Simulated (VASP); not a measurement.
Crystal: CdTe.

```
Cd Te
1.0
     0.00000    3.32579    3.24467
     3.24467    0.00000    3.24467
     3.24467    3.32579    0.00000
Cd Te
1 1
Direct
  0.00000 0.00000 0.00000
  0.75000 0.75000 0.75000
```

Base run:

```yaml
Program: VASP 6.6.1
Functional: r2SCAN
Potentials_or_basis: VASP PAW PBE potentials, release 64 (Cd, Te)
Cutoff: 550 eV
k_mesh: 8 × 8 × 8
Occupations: gaussian, width 0.05 eV
Spin: no spin polarisation
```

Its results: band gap on the k mesh 1.15 eV, direct; pressure 0.4 GPa.

The run is repeated on the same cell with these changes: functional from r2SCAN to PBEsol; cutoff from 550 eV to 520 eV. What comes out?

Band gap on the k mesh 0.55 eV, direct; pressure -0.8 GPa.

r2SCAN gives the wider gap, since meta-GGAs in the generalised Kohn-Sham scheme recover part of the derivative discontinuity.

Caveats: the PAW data sets were made with another functional, which shifts forces and pressure a little; spin-orbit coupling is left out, which moves the levels of the heavy elements.

